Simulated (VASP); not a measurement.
KI:

```xyz
2
Lattice="0.0000 3.5424 3.5424 3.5424 0.0000 3.5424 3.5424 3.5424 0.0000" Properties=species:S:1:pos:R:3 pbc="T T T"
K     0.0000    0.0000    0.0000
I     3.5424    3.5424    3.5424
```

Base run:

- Program: VASP 6.6.1
- Functional: PBE
- Dispersion: D3(BJ)
- Potentials or basis: VASP PAW PBE potentials, release 64 (K_sv, I)
- Cutoff: 520 eV
- k mesh: 4 × 4 × 4
- Occupations: tetrahedron
- Spin: no spin polarisation

Its results: band gap on the k mesh 3.94 eV, direct; pressure -0.4 GPa.

Task: The run is repeated on the same cell with these changes: dispersion from D3(BJ) to none; occupations from tetrahedron to gaussian, width 0.1 eV. What comes out?

Result: Band gap on the k mesh 3.94 eV, direct; pressure 0.5 GPa.

Caveats: spin-orbit coupling is left out, which moves the levels of the heavy elements.

